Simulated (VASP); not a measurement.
**HfN: single point with r2SCAN**

System: HfN, a slab with vacuum.

```
CELL_PARAMETERS angstrom
3.19994 0.00000 0.00000
0.00000 3.19994 0.00000
0.00000 0.00000 24.05080
ATOMIC_POSITIONS crystal
Hf 0.50000 0.50000 0.31691
Hf 0.00000 0.00000 0.40486
Hf 0.50000 0.50000 0.50000
Hf 0.00000 0.00000 0.59514
Hf 0.50000 0.50000 0.68309
N 0.00000 0.00000 0.30766
N 0.50000 0.50000 0.40732
N 0.00000 0.00000 0.50000
N 0.50000 0.50000 0.59268
N 0.00000 0.00000 0.69234
```

```
Program                : VASP 6.6.1
Task                   : single point
Functional             : r2SCAN
Potentials or basis    : VASP PAW PBE potentials, release 64 (Hf_pv, N)
Cutoff                 : 520 eV
k mesh                 : 11 × 11 × 1
Occupations            : gaussian, width 0.1 eV
Spin                   : no spin polarisation
Dipole correction      : yes
Further INCAR settings : ALGO = Normal; EDIFF = 1e-06; NBANDS = 48
```

* Largest force: 0.090 eV/Å
* Band gap on the k mesh: zero (an odd number of electrons rules out a gap without spin polarisation)

Forces in eV/Å, atoms in the order of the input:
```
Hf   0.000  0.000  0.090
Hf   0.000  0.000 -0.007
Hf   0.000  0.000  0.000
Hf   0.000  0.000  0.007
Hf   0.000  0.000 -0.090
N    0.000  0.000  0.068
N    0.000  0.000 -0.018
N    0.000  0.000  0.000
N    0.000  0.000  0.018
N    0.000  0.000 -0.068
```

Levels at points of the mesh, in eV from the Fermi level:
| k point | band 34 | band 35 | band 36 | band 37 | band 38 | band 39 | band 40 | band 41 |
| --- | --- | --- | --- | --- | --- | --- | --- | --- |
| (0.00, 0.00, 0.00) | -2.95 | -2.95 | -2.91 | -2.91 | -2.16 | -0.91 | -0.33 | 0.12 |

Wall time 39 min on 1 thread of Oxide Virtual Turin-like Processor, on a shared host, peak memory 0.43 GiB.

Caveat: the PAW data sets were made with another functional, which shifts forces and pressure a little; spin-orbit coupling is left out, which moves the levels of the heavy elements; an odd number of electrons without spin polarisation forces a metal; a magnetic or distorted state may lie lower.
